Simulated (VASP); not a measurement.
Input of a VASP 6.6.1 run:

INCAR

```
SYSTEM = Fe3Co2
PREC = Accurate
ENCUT = 520
EDIFF = 1E-7
ISMEAR = 0
SIGMA = 0.1
LREAL = .FALSE.
LASPH = .TRUE.
NELM = 150
ALGO = Normal
ISIF = 2
LWAVE = .FALSE.
LCHARG = .TRUE.
ISPIN = 2
MAGMOM = 4 4 -4 -4 4 4 -3 3 3 -3
LORBIT = 11
LMAXMIX = 4
GGA = PE
LELF = .TRUE.
LVHAR = .TRUE.
NBANDS = 57
```

Contents of KPOINTS:

```
Automatic mesh
0
G
  6 6 1
  0 0 0
```

POSCAR

```
Fe3Co2
1.0
    2.4798340674      0.0000000000      0.0000000000
   -1.2399170337      2.1475992995      0.0000000000
    0.0000000000      0.0000000000     20.6984149977
Fe Co
6 4
Direct
    0.3333333333      0.6666666667      0.2438484390
    0.3333333333      0.6666666667      0.6513165580
    0.3333333333      0.6666666667      0.8522225787
    0.6666666667      0.3333333333      0.1477774213
    0.6666666667      0.3333333333      0.3486834420
    0.6666666667      0.3333333333      0.7561515610
    0.3333333333      0.6666666667      0.0493704311
    0.3333333333      0.6666666667      0.4513346611
    0.6666666667      0.3333333333      0.5486653389
    0.6666666667      0.3333333333      0.9506295689
```

Potentials or basis: VASP PAW PBE potentials, release 64 (Fe, Co).

Run with:

```console
$ cat potpaw_PBE.64/Fe/POTCAR potpaw_PBE.64/Co/POTCAR > POTCAR
$ mpirun -np 1 vasp_std > vasp.out
```

Task: Predict the net moment.

Result: 5.27 μB per cell.

Task: Estimate the largest force.

Result: 0.056 eV/Å.

Task: Predict the site moments.

Result: Fe +1.75, +2.35, -1.61 (each value once); Co -1.52, +1.65 (each value once) μB.

Stress tensor (GPa, compression positive):
```
 0.13  0.00  0.00
 0.00  0.13  0.00
 0.00  0.00 -0.17
```

Caveat: the k points lie up to 0.49 Å⁻¹ apart.
